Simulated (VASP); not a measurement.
# CaB6 (Pm-3m) in VASP: notebook

Runs on CaB6. Level: PBEsol. Tasks: single point.

Everything below comes from runs of VASP 6.6.1. Logs are shortened: lines on timing, memory, paths and dates and some standing lists are left out, and cuts for length are marked.

**What was measured.**

From “Bulk Band Gaps in Divalent Hexaborides”, 2001, arxiv:cond-mat/0107429, for a bulk crystal of CaB6: band gap 1.15 eV.

The results are compared with them further down.

## Step 1: The cell of the first run

It takes space group Pm-3m (No. 221, cubic). The conventional cell has a = 4.127 Å, b = 4.127 Å, c = 4.127 Å, α = 90.00°, β = 90.00°, γ = 90.00°. Within 4.2 Å of Ca (site symmetry m-3m) lie 24 B at 3.03 Å and 6 Ca at 4.13 Å. B (site symmetry 4mm) has 5 B at 1.66 to 1.74 Å within 2.2 Å.

## Step 2: Single point, PBEsol

Contents of INCAR:

```
SYSTEM = CaB6
ALGO = Normal
EDIFF = 1E-7
ENCUT = 520
GGA = PS
ISIF = 2
ISMEAR = 0
LASPH = .TRUE.
LCHARG = .FALSE.
LREAL = .FALSE.
LWAVE = .FALSE.
NBANDS = 23
NELM = 100
PREC = Accurate
SIGMA = 0.01
```

Contents of KPOINTS:

```
k-points
0
G
  10 10 10
  0 0 0
```

Contents of POSCAR:

```
CaB6
1.0
    4.1270411960      0.0000000000      0.0000000000
    0.0000000000      4.1270411960      0.0000000000
    0.0000000000      0.0000000000      4.1270411960
Ca B
1 6
Direct
    0.5000000000      0.5000000000      0.5000000000
    0.0000000000      0.0000000000      0.2984355077
    0.0000000000      0.0000000000      0.7015644923
    0.2984355077      0.0000000000      0.0000000000
    0.7015644923      0.0000000000      0.0000000000
    0.0000000000      0.2984355077      0.0000000000
    0.0000000000      0.7015644923      0.0000000000
```

Potentials or basis: VASP PAW PBE potentials, release 64 (Ca_sv, B).

The run is started by

```
$ cat potpaw_PBE.64/Ca_sv/POTCAR potpaw_PBE.64/B/POTCAR > POTCAR
$ mpirun -np 1 vasp_std > vasp.out
```

OUTCAR:

```text
SYSTEM = CaB6
   EDIFF = 1E-7
   ENCUT = 520
   GGA = PS
   ISIF = 2
   ISMEAR = 0
   LASPH = .TRUE.
   LREAL = .FALSE.
   NELM = 100
   PREC = Accurate

 ion  position               nearest neighbor table
   1  0.500  0.500  0.500-
   2  0.000  0.000  0.298-   3 1.66   4 1.74   5 1.74   6 1.74   7 1.74
   3  0.000  0.000  0.702-   2 1.66   4 1.74   5 1.74   6 1.74   7 1.74
   4  0.298  0.000  0.000-   5 1.66   3 1.74   2 1.74   6 1.74   7 1.74
   5  0.702  0.000  0.000-   4 1.66   3 1.74   2 1.74   6 1.74   7 1.74
   6  0.000  0.298  0.000-   7 1.66   3 1.74   4 1.74   5 1.74   2 1.74
   7  0.000  0.702  0.000-   6 1.66   3 1.74   4 1.74   5 1.74   2 1.74

  LATTYP: Found a simple cubic cell.
 ALAT       =     4.1270411960

  Lattice vectors:

 A1 = (   4.1270411960,   0.0000000000,   0.0000000000)
 A2 = (   0.0000000000,   4.1270411960,   0.0000000000)
 A3 = (   0.0000000000,   0.0000000000,   4.1270411960)

Analysis of symmetry for initial positions (statically):
=====================================================================
 Subroutine PRICEL returns:
 Original cell was already a primitive cell.

 Routine SETGRP: Setting up the symmetry group for a
 simple cubic supercell.

 Subroutine GETGRP returns: Found 48 space group operations
 (whereof 48 operations were pure point group operations)
 out of a pool of 48 trial point group operations.

The static configuration has the point symmetry O_h .

Analysis of symmetry for dynamics (positions and initial velocities):
=====================================================================
 Subroutine PRICEL returns:
 Original cell was already a primitive cell.

 Routine SETGRP: Setting up the symmetry group for a
 simple cubic supercell.

 Subroutine GETGRP returns: Found 48 space group operations
 (whereof 48 operations were pure point group operations)
 out of a pool of 48 trial point group operations.

The dynamic configuration has the point symmetry O_h .

 Subroutine INISYM returns: Found 48 space group operations
 (whereof 48 operations are pure point group operations),
 and found     1 'primitive' translations

----------------------------------------------------------------------------------------

                                     Primitive cell

  volume of cell :      70.2937

  direct lattice vectors                    reciprocal lattice vectors
     4.127041196  0.000000000  0.000000000     0.242304342  0.000000000  0.000000000
     0.000000000  4.127041196  0.000000000     0.000000000  0.242304342  0.000000000
     0.000000000  0.000000000  4.127041196     0.000000000  0.000000000  0.242304342

  length of vectors
     4.127041196  4.127041196  4.127041196     0.242304342  0.242304342  0.242304342

  position of ions in fractional coordinates (direct lattice)
     0.500000000  0.500000000  0.500000000
     0.000000000  0.000000000  0.298435508
     0.000000000  0.000000000  0.701564492
     0.298435508  0.000000000  0.000000000
     0.701564492  0.000000000  0.000000000
     0.000000000  0.298435508  0.000000000
     0.000000000  0.701564492  0.000000000

  ion indices of the primitive-cell ions
   primitive index   ion index
                 1           1
                 2           2
                 3           3
                 4           4
                 5           5
                 6           6
                 7           7

----------------------------------------------------------------------------------------

 KPOINTS: k-points

Automatic generation of k-mesh.
 Grid dimensions read from file:
 generate k-points for:   10   10   10

 Generating k-lattice:

  Cartesian coordinates                     Fractional coordinates (reciprocal lattice)
     0.024230434  0.000000000  0.000000000     0.100000000  0.000000000  0.000000000
     0.000000000  0.024230434  0.000000000     0.000000000  0.100000000  0.000000000
     0.000000000  0.000000000  0.024230434     0.000000000  0.000000000  0.100000000

  Length of vectors
     0.024230434  0.024230434  0.024230434

  Shift w.r.t. Gamma in fractional coordinates (k-lattice)
     0.000000000  0.000000000  0.000000000

 Subroutine IBZKPT returns following result:
 ===========================================

 Found     56 irreducible k-points:

 Following reciprocal coordinates:
            Coordinates               Weight
  0.000000  0.000000  0.000000      1.000000
  0.100000  0.000000  0.000000      6.000000
  0.200000  0.000000  0.000000      6.000000
  0.300000  0.000000  0.000000      6.000000
  0.400000  0.000000  0.000000      6.000000
  0.500000  0.000000  0.000000      3.000000
[... 16 lines left out ...]
  0.200000  0.100000  0.100000     24.000000
  0.300000  0.100000  0.100000     24.000000
 [... further k-points ...]
   k-points           NKPTS =     56   k-points in BZ     NKDIM =     56   number of bands    NBANDS=     23
   number of dos      NEDOS =    301   number of ions     NIONS =      7
   total plane-waves  NPLWV =  32768
   dimension x,y,z NGX =    32 NGY =   32 NGZ =   32
   dimension x,y,z NGXF=    64 NGYF=   64 NGZF=   64
   ions per type =               1   6
   NGX,Y,Z   is equivalent  to a cutoff of  12.89, 12.89, 12.89 a.u.
   NGXF,Y,Z  is equivalent  to a cutoff of  25.78, 25.78, 25.78 a.u.
 SYSTEM =  CaB6
   PREC   = accura    normal or accurate (medium, high low for compatibility)
   ISTART =      0    job   : 0-new  1-cont  2-samecut
   ICHARG =      2    charge: 1-file 2-atom 10-const
   ISPIN  =      1    spin polarized calculation?
   LNONCOLLINEAR =      F non collinear calculations
   LSORBIT =      F    spin-orbit coupling
   LASPH  =      T    aspherical Exc in radial PAW
   ENCUT  =  520.0 eV  38.22 Ry    6.18 a.u.   7.67  7.67  7.67*2*pi/ulx,y,z
   NELM   =    100;   NELMIN=  2; NELMDL= -5     # of ELM steps
   EDIFF  = 0.1E-06   stopping-criterion for ELM
   LREAL  =      F    real-space projection
   EDIFFG = 0.1E-05   stopping-criterion for IOM
   NSW    =      0    number of steps for IOM
   IBRION =     -1    ionic relax: 0-MD 1-quasi-New 2-CG
   NFREE  =      0    steps in history (QN), initial steepest desc. (CG)
   ISIF   =      2    stress and relaxation
   ISYM   =      2    0-nonsym 1-usesym 2-fastsym
   POTIM  = 0.5000    time-step for ionic-motion
   TEBEG  =    0.0;   TEEND  =   0.0 temperature during run
   PSTRESS=    0.0 pullay stress
   NELECT =      28.0000    total number of electrons
   NUPDOWN=      -1.0000    fix difference up-down
   EMIN   =  10.00;   EMAX   =-10.00  energy-range for DOS
   EFERMI =   0.00;   METHOD = LEGACY
   ISMEAR =     0;   SIGMA  =   0.01  broadening in eV -4-tet -1-fermi 0-gaus
   EFERMI_NEDOS =   21; number of points for ismear=-14 and -15
   IALGO  =     38    algorithm
   IMIX   =      4    mixing-type and parameters
     AMIX     =   0.40;   BMIX     =  1.00
     AMIX_MAG =   1.60;   BMIX_MAG =  1.00
  volume/ion in A,a.u.               =      10.04        67.77
  Fermi-wavevector in a.u.,A,eV,Ry     =   1.204542  2.276255 19.740993  1.450922
  Thomas-Fermi vector in A             =   2.340264
   LORBIT       =      0    0 simple, 1 ext, 2 COOP (PROOUT), +10 PAW based schemes
   GGA     = PS    functional components
   LHFCALC =     F    Hartree Fock is set to
   AEXX    =    0.0000 exact exchange contribution
   IVDW    =     0    specifies the selected vdW correction
   LEPSILON=     F    determine dielectric tensor
   LRPA    =     F    only Hartree local field effects (RPA)
 non-spin polarized calculation
 Gauss-broadening in eV      SIGMA  =   0.01
  energy-cutoff  :      520.00
  volume of cell :       70.29
 maximum number of plane-waves:      1924
 NGX is ok and might be reduce to    32
   NGX = 15   NGY = 15   NGZ = 15

 number of electron      28.0000005 magnetization

 Free energy of the ion-electron system (eV)
  ---------------------------------------------------
  ext. energy  EPLUGINS =         0.00000000
  ---------------------------------------------------
  free energy    TOTEN  =       -47.10593620 eV

  energy without entropy =      -47.10593561  energy(sigma->0) =      -47.10593590

 E-fermi :   4.6769     XC(G=0): -10.7624

 val. band max:        4.6551423614   @ k =   0.4000   0.0000   0.0000
 cond. band min:       4.6986404610   @ k =   0.4000   0.0000   0.0000
 fundamental gap:      0.0434980996
 Fermi energy:         4.6768914161

 k-point     1 :       0.0000    0.0000    0.0000
  band No.  band energies     occupation
      1     -36.1895      2.00000
      2     -17.2597      2.00000
      3     -17.2597      2.00000
      4     -17.2597      2.00000
      5      -9.8507      2.00000
      6      -2.3002      2.00000
[... 15 lines left out ...]
     22       9.4912      0.00000
     23      10.5544      0.00000

 k-point     2 :       0.1000    0.0000    0.0000
  band No.  band energies     occupation
      1     -36.1892      2.00000
      2     -17.2661      2.00000
      3     -17.2590      2.00000
      4     -17.2590      2.00000
      5      -9.8170      2.00000
      6      -2.8479      2.00000
[... 15 lines left out ...]
     22       9.3972      0.00000
     23      10.1965      0.00000

 k-point     3 :       0.2000    0.0000    0.0000
  band No.  band energies     occupation
      1     -36.1886      2.00000
      2     -17.2827      2.00000
      3     -17.2571      2.00000
      4     -17.2571      2.00000
      5      -9.7247      2.00000
      6      -3.6082      2.00000
[... 15 lines left out ...]
     22       9.6489      0.00000
     23       9.7716      0.00000
[... 495 lines left out ...]
 k-point    23 :       0.2000    0.1000    0.1000
  band No.  band energies     occupation
      1     -36.1881      2.00000
      2     -17.2809      2.00000
      3     -17.2630      2.00000
      4     -17.2619      2.00000
      5      -9.6667      2.00000
      6      -3.5634      2.00000
[... 15 lines left out ...]
     22      10.1223      0.00000
     23      10.3246      0.00000

 k-point    24 :       0.3000    0.1000    0.1000
  band No.  band energies     occupation
      1     -36.1873      2.00000
      2     -17.3009      2.00000
      3     -17.2604      2.00000
      4     -17.2595      2.00000
      5      -9.5520      2.00000
      6      -4.1648      2.00000
[... 15 lines left out ...]
     22      10.5187      0.00000
     23      10.9634      0.00000

 [... further k-points ...]

------------------------ aborting loop because EDIFF is reached ----------------------------------------

  FORCE on cell =-STRESS in cart. coord.  units (eV):
  Direction    XX          YY          ZZ          XY          YZ          ZX
  --------------------------------------------------------------------------------------
  -------------------------------------------------------------------------------------
  Total        0.1353234      0.1353234      0.1353234     -0.0000000      0.0000000      0.0000000
  in kB        3.0843738      3.0843738      3.0843738     -0.0000000      0.0000000      0.0000000
  external PRESSURE =       3.0843738 kB  Pullay stress =       0.0000000 kB

 VOLUME and BASIS-vectors are now :
 -----------------------------------------------------------------------------
  energy-cutoff  :      520.00
  volume of cell :       70.29
      direct lattice vectors                 reciprocal lattice vectors
     4.127041196  0.000000000  0.000000000     0.242304342  0.000000000  0.000000000
     0.000000000  4.127041196  0.000000000     0.000000000  0.242304342  0.000000000
     0.000000000  0.000000000  4.127041196     0.000000000  0.000000000  0.242304342

 POSITION                                       TOTAL-FORCE (eV/Angst)
 -----------------------------------------------------------------------------------
      2.06352      2.06352      2.06352         0.000000      0.000000     -0.000000
      0.00000      0.00000      1.23166        -0.000000     -0.000000      0.030326
      0.00000      0.00000      2.89539         0.000000      0.000000     -0.030326
      1.23166      0.00000      0.00000         0.030326     -0.000000      0.000000
      2.89539      0.00000      0.00000        -0.030326      0.000000     -0.000000
      0.00000      1.23166      0.00000        -0.000000      0.030326      0.000000
      0.00000      2.89539      0.00000         0.000000     -0.030326     -0.000000
 -----------------------------------------------------------------------------------
    total drift:                                0.000000      0.000000     -0.000000

  FREE ENERGIE OF THE ION-ELECTRON SYSTEM (eV)
  ---------------------------------------------------
  free  energy   TOTEN  =       -47.1059362031 eV

  energy  without entropy=      -47.1059356057  energy(sigma->0) =      -47.10593590
```

Wall time 31 s (1 thread of Intel Xeon 6975P-C (Granite Rapids), shared host); peak memory 0.22 GiB.

What came out:

```
Free energy            : -47.1059 eV
Pressure               : 0.3 GPa
Largest force          : 0.030 eV/Å
Band gap on the k mesh : 0.04 eV
```

Forces on the atoms (eV/Å):
```
Ca   0.000  0.000  0.000
B    0.000  0.000  0.030
B    0.000  0.000 -0.030
B    0.030  0.000  0.000
B   -0.030  0.000  0.000
B    0.000  0.030  0.000
B    0.000 -0.030  0.000
```

Caveat: the PAW data sets were made with another functional, which shifts forces and pressure a little.

## Step 3: Single point, PBEsol

Contents of INCAR:

```
SYSTEM = CaB6
ALGO     = Normal         ! electronic algorithm
EDIFF    = 1E-6           ! SCF threshold, eV
ENCUT    = 520            ! plane-wave cutoff, eV
GGA      = PS             ! functional
ISIF     = 2              ! what is computed and relaxed
ISMEAR   = 0              ! smearing method
LASPH    = .TRUE.         ! aspherical terms in the spheres
LCHARG   = .TRUE.         ! write CHGCAR
LELF     = .TRUE.         ! ELF
LREAL    = .FALSE.        ! projectors in reciprocal space
LVHAR    = .TRUE.       
LWAVE    = .FALSE.        ! write WAVECAR
NBANDS   = 23             ! bands
NELM     = 100            ! most SCF steps
PREC     = Accurate       ! precision mode
SIGMA    = 0.1            ! smearing width, eV
```

KPOINTS is that of step 2.

Contents of POSCAR:

```
CaB6
1.0
    4.1273389606      0.0000000000      0.0000000000
    0.0000000000      4.1273389606      0.0000000000
    0.0000000000      0.0000000000      4.1273389606
Ca B
1 6
Direct
    0.5000000000      0.5000000000      0.5000000000
    0.0000000000      0.0000000000      0.2983843264
    0.0000000000      0.0000000000      0.7016156736
    0.2983843264      0.0000000000      0.0000000000
    0.7016156736      0.0000000000      0.0000000000
    0.0000000000      0.2983843264      0.0000000000
    0.0000000000      0.7016156736      0.0000000000
```

Potentials or basis: VASP PAW PBE potentials, release 64 (Ca_sv, B).

The run is started by

```
$ cat potpaw_PBE.64/Ca_sv/POTCAR potpaw_PBE.64/B/POTCAR > POTCAR
$ mpirun -np 1 vasp_std > vasp.out
```

Wall time 31 s (1 thread of Intel Xeon 6975P-C (Granite Rapids), shared host); peak memory 0.22 GiB.

The run converged. Its results:

```
Free energy            : -47.1065 eV
Pressure               : 0.3 GPa
Largest force          : 0.031 eV/Å
Band gap on the k mesh : 0.04 eV
```

Forces on the atoms (eV/Å):
```
Ca   0.000  0.000  0.000
B    0.000  0.000  0.031
B    0.000  0.000 -0.031
B    0.031  0.000  0.000
B   -0.031  0.000  0.000
B    0.000  0.031  0.000
B    0.000 -0.031  0.000
```

Levels at points of the mesh, in eV from the valence-band top:
```tsv
k point	band 12	band 13	band 14	band 15	band 16	band 17
(0.00, 0.00, 0.00)	-0.32	-0.32	-0.32	2.83	2.83	2.83
(0.50, 0.00, 0.00)	-2.40	-1.76	-0.17	0.09	3.23	3.23
(0.50, 0.50, 0.00)	-2.73	-1.45	-1.45	3.05	3.05	4.10
(0.50, 0.50, 0.50)	-1.06	-1.06	-1.06	4.20	4.83	4.83
```

Caveat: the PAW data sets were made with another functional, which shifts forces and pressure a little.

## Step 4: Against experiment

Step 2. Measured gap of CaB6: 1.15 eV (“Bulk Band Gaps in Divalent Hexaborides”, 2001, arxiv:cond-mat/0107429). This calculation gives 0.04 eV (-1.11 eV). So large a miss can be the level of theory's own, or it may mean another phase, state or a wrong row. The value is that of PBEsol on a finite k mesh, which can miss the band edges, without temperature or zero-point motion. Semilocal functionals fall short of measured gaps as a rule.

Step 3. A measured gap of CaB6 is 1.15 eV (“Bulk Band Gaps in Divalent Hexaborides”, 2001, arxiv:cond-mat/0107429); the calculated 0.04 eV misses it by -1.11 eV. So large a miss can be the level of theory's own, or it may mean another phase, state or a wrong row. The value is that of PBEsol on a finite k mesh, which can miss the band edges, without temperature or zero-point motion. Semilocal functionals fall short of measured gaps as a rule.
